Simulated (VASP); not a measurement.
# NaCl (Fm-3m) in VASP: notebook, part 2 of 2

VASP 6.6.1. The steps go on from the part before.

### 3 Single point, PBEsol

The input, INCAR:

```
SYSTEM = NaCl
  PREC = Accurate
  ENCUT = 520
  EDIFF = 1E-7
  ISMEAR = 0
  SIGMA = 0.01
  LREAL = .FALSE.
  LASPH = .TRUE.
  NELM = 80
  ALGO = Normal
  ISIF = 2
  LWAVE = .FALSE.
  LCHARG = .TRUE.
  GGA = PS
  LELF = .TRUE.
  LVHAR = .TRUE.
  NBANDS = 14
```

The input, KPOINTS:

```
Automatic mesh
0
G
  8 8 8
  0 0 0
```

The input, POSCAR:

```
NaCl
1.0
    0.0000000000      2.8009525376      2.8009525376
    2.8009525376      0.0000000000      2.8009525376
    2.8009525376      2.8009525376      0.0000000000
Na Cl
1 1
Direct
    0.0000000000      0.0000000000      0.0000000000
    0.5000000000      0.5000000000      0.5000000000
```

Potentials or basis: VASP PAW PBE potentials, release 64 (Na_pv, Cl).

Command:

```sh
$ cat potpaw_PBE.64/Na_pv/POTCAR potpaw_PBE.64/Cl/POTCAR > POTCAR
$ mpirun -np 1 vasp_std > vasp.out
```

OUTCAR:

```text
SYSTEM = NaCl
   PREC = Accurate
   ENCUT = 520
   EDIFF = 1E-7
   ISMEAR = 0
   LREAL = .FALSE.
   LASPH = .TRUE.
   NELM = 80
   ISIF = 2
   GGA = PS

 ion  position               nearest neighbor table
   1  0.000  0.000  0.000-
   2  0.500  0.500  0.500-

  LATTYP: Found a face centered cubic cell.
 ALAT       =     5.6019050752

  Lattice vectors:

 A1 = (   0.0000000000,   2.8009525376,   2.8009525376)
 A2 = (   2.8009525376,   0.0000000000,   2.8009525376)
 A3 = (   2.8009525376,   2.8009525376,   0.0000000000)

Analysis of symmetry for initial positions (statically):
=====================================================================
 Subroutine PRICEL returns:
 Original cell was already a primitive cell.

 Routine SETGRP: Setting up the symmetry group for a
 face centered cubic supercell.

 Subroutine GETGRP returns: Found 48 space group operations
 (whereof 48 operations were pure point group operations)
 out of a pool of 48 trial point group operations.

The static configuration has the point symmetry O_h .

Analysis of symmetry for dynamics (positions and initial velocities):
=====================================================================
 Subroutine PRICEL returns:
 Original cell was already a primitive cell.

 Routine SETGRP: Setting up the symmetry group for a
 face centered cubic supercell.

 Subroutine GETGRP returns: Found 48 space group operations
 (whereof 48 operations were pure point group operations)
 out of a pool of 48 trial point group operations.

The dynamic configuration has the point symmetry O_h .

 Subroutine INISYM returns: Found 48 space group operations
 (whereof 48 operations are pure point group operations),
 and found     1 'primitive' translations

[... 120 lines left out ...]
   LHFCALC =     F    Hartree Fock is set to
   AEXX    =    0.0000 exact exchange contribution
   IVDW    =     0    specifies the selected vdW correction
   LEPSILON=     F    determine dielectric tensor
   LRPA    =     F    only Hartree local field effects (RPA)
 non-spin polarized calculation
 Gauss-broadening in eV      SIGMA  =   0.01
  energy-cutoff  :      520.00
  volume of cell :       43.95
 maximum number of plane-waves:      1243
 NGX is ok and might be reduce to    30
   NGX = 15   NGY = 15   NGZ = 15

 number of electron      14.0000004 magnetization

 Free energy of the ion-electron system (eV)
  ---------------------------------------------------
  ext. energy  EPLUGINS =         0.00000000
  ---------------------------------------------------
  free energy    TOTEN  =        -6.99828128 eV

  energy without entropy =       -6.99828128  energy(sigma->0) =       -6.99828128

 E-fermi :  -0.5591     XC(G=0):  -8.4233

 val. band max:       -0.6665377970   @ k =   0.0000   0.0000   0.0000
 cond. band min:       4.3406191537   @ k =   0.0000   0.0000   0.0000
 fundamental gap:      5.0071569506
 Fermi energy:        -0.5591045055

 k-point     1 :       0.0000    0.0000    0.0000
  band No.  band energies     occupation
      1     -21.2799      2.00000
      2     -21.2799      2.00000
      3     -21.2799      2.00000
      4     -13.3580      2.00000
      5      -0.6665      2.00000
      6      -0.6665      2.00000
      7      -0.6665      2.00000
      8       4.3406      0.00000
      9      10.3504      0.00000
     10      10.3504      0.00000
     11      10.3504      0.00000
     12      12.5978      0.00000
     13      12.5978      0.00000
     14      14.0053      0.00000
[... 377 lines left out ...]
      1     -21.3069      2.00000
      2     -21.2891      2.00000
      3     -21.2848      2.00000
      4     -12.9562      2.00000
      5      -2.4141      2.00000
      6      -1.4784      2.00000
      7      -1.1034      2.00000
      8       7.5310      0.00000
      9       8.8752      0.00000
     10       9.5121      0.00000
     11      11.0313      0.00000
     12      13.6607      0.00000
     13      14.9763      0.00000
     14      16.0566      0.00000

 [... further k-points ...]

------------------------ aborting loop because EDIFF is reached ----------------------------------------

  FORCE on cell =-STRESS in cart. coord.  units (eV):
  Direction    XX          YY          ZZ          XY          YZ          ZX
  --------------------------------------------------------------------------------------
  -------------------------------------------------------------------------------------
  Total        0.0054902      0.0054902      0.0054902     -0.0000000      0.0000000      0.0000000
  in kB        0.2001491      0.2001491      0.2001491     -0.0000000      0.0000000      0.0000000
  external PRESSURE =       0.2001491 kB  Pullay stress =       0.0000000 kB

 VOLUME and BASIS-vectors are now :
 -----------------------------------------------------------------------------
  energy-cutoff  :      520.00
  volume of cell :       43.95
      direct lattice vectors                 reciprocal lattice vectors
     0.000000000  2.800952538  2.800952538    -0.178510701  0.178510701  0.178510701
     2.800952538  0.000000000  2.800952538     0.178510701 -0.178510701  0.178510701
     2.800952538  2.800952538  0.000000000     0.178510701  0.178510701 -0.178510701

 POSITION                                       TOTAL-FORCE (eV/Angst)
 -----------------------------------------------------------------------------------
      0.00000      0.00000      0.00000         0.000000     -0.000000     -0.000000
      2.80095      2.80095      2.80095        -0.000000      0.000000      0.000000
 -----------------------------------------------------------------------------------
    total drift:                               -0.000000      0.000000      0.000000

  FREE ENERGIE OF THE ION-ELECTRON SYSTEM (eV)
  ---------------------------------------------------
  free  energy   TOTEN  =        -6.9982812785 eV

  energy  without entropy=       -6.9982812785  energy(sigma->0) =       -6.99828128
```

OSZICAR:

```text
N       E                     dE             d eps       ncg     rms          rms(c)
DAV:   1     0.961536241658E+02    0.96154E+02   -0.70670E+03   818   0.101E+03
DAV:   2     0.346323999880E+00   -0.95807E+02   -0.88477E+02   888   0.270E+02
DAV:   3    -0.704076357512E+01   -0.73871E+01   -0.73407E+01  1100   0.691E+01
DAV:   4    -0.715753930931E+01   -0.11678E+00   -0.11673E+00   950   0.952E+00
DAV:   5    -0.715996273618E+01   -0.24234E-02   -0.24232E-02  1048   0.138E+00    0.192E+00
DAV:   6    -0.700542352856E+01    0.15454E+00   -0.24956E-01   998   0.350E+00    0.137E+00
DAV:   7    -0.699491355065E+01    0.10510E-01   -0.61767E-02  1118   0.164E+00    0.931E-01
DAV:   8    -0.699836291493E+01   -0.34494E-02   -0.75278E-03   914   0.794E-01    0.285E-01
DAV:   9    -0.699825262370E+01    0.11029E-03   -0.20196E-04  1010   0.109E-01    0.170E-01
DAV:  10    -0.699829059812E+01   -0.37974E-04   -0.26274E-04   938   0.104E-01    0.554E-02
DAV:  11    -0.699828177893E+01    0.88192E-05   -0.17344E-05  1058   0.322E-02    0.170E-02
DAV:  12    -0.699828112015E+01    0.65878E-06   -0.27210E-06   950   0.108E-02    0.192E-03
DAV:  13    -0.699828132514E+01   -0.20499E-06   -0.10073E-07  1022   0.216E-03    0.162E-04
DAV:  14    -0.699828127849E+01    0.46657E-07   -0.32658E-09   592   0.441E-04
   1 F= -.69982813E+01 E0= -.69982813E+01  d E =-.247218E-54
```

stdout:

```text
POSCAR found type information on POSCAR NaCl
 POSCAR found :  2 types and       2 ions
 scaLAPACK will be used
 -----------------------------------------------------------------------------
|                                                                             |
|                                                                             |
|     You enforced a specific xc type in the INCAR file but a different       |
|     I HOPE YOU KNOW WHAT YOU ARE DOING!                                     |
|                                                                             |
 -----------------------------------------------------------------------------

 LDA part: xc-table for (Slater+PW92), standard interpolation
 POSCAR, INCAR and KPOINTS ok, starting setup
 FFT: planning ... GRIDC
 FFT: planning ... GRID_SOFT
 FFT: planning ... GRID
 WAVECAR not read
 entering main loop
```

It took 18 s on 1 thread of Intel Xeon Platinum 8488C (Sapphire Rapids), shared host; peak memory 0.16 GiB.

Results:

| Quantity | Value |
| --- | --- |
| Free energy | -6.9983 eV |
| Pressure | 0.0 GPa |
| Band gap on the k mesh | 5.01 eV |

Caveat: the PAW data sets were made with another functional, which shifts forces and pressure a little.
